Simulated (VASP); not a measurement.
Write the native input for VASP 6.6.1 that does the following.

- Task: single point
- Functional: PBE
- Potentials or basis: VASP PAW PBE potentials, release 64 (K_sv, Br)
- Cutoff: 520 eV
- k mesh: 6 × 6 × 4
- Occupations: fermi-dirac, width 0.02 eV
- Spin: no spin polarisation
- Dipole correction: no
- Further INCAR settings: ALGO = Normal; EDIFF = 1e-06; NBANDS = 24

The structure of KBr lies in POSCAR:

```
KBr
1.0
    5.6716481189      0.0000000000      0.0000000000
   -2.8358240594      4.9117913523      0.0000000000
    0.0000000000      0.0000000000      6.6514346690
K Br
2 2
Direct
    0.3333333333      0.6666666667      0.2500000000
    0.6666666667      0.3333333333      0.7500000000
    0.6666666667      0.3333333333      0.2500000000
    0.3333333333      0.6666666667      0.7500000000
```

One way to write it, as run:

INCAR

```
SYSTEM = KBr
ALGO = Normal ; EDIFF = 1E-6
ENCUT = 520 ; GGA = PE
ISIF = 2 ; ISMEAR = -1
LASPH = .TRUE. ; LCHARG = .TRUE.
LELF = .TRUE. ; LREAL = .FALSE.
LVHAR = .TRUE. ; LWAVE = .FALSE.
NBANDS = 24 ; NELM = 100
PREC = Accurate ; SIGMA = 0.02
```

KPOINTS

```
k-points
0
G
  6 6 4
  0 0 0
```

Potentials or basis: VASP PAW PBE potentials, release 64 (K_sv, Br).

Launch:

```console
$ cat potpaw_PBE.64/K_sv/POTCAR potpaw_PBE.64/Br/POTCAR > POTCAR
$ mpirun -np 1 vasp_std > vasp.out
```

It gave:

```
Pressure               : 0.0 GPa
Band gap on the k mesh : 4.14 eV, direct
```

It took 48 s on 1 thread of Intel(R) Xeon(R) 6975P-C (Granite Rapids), on a shared host, peak memory 0.3 GiB.
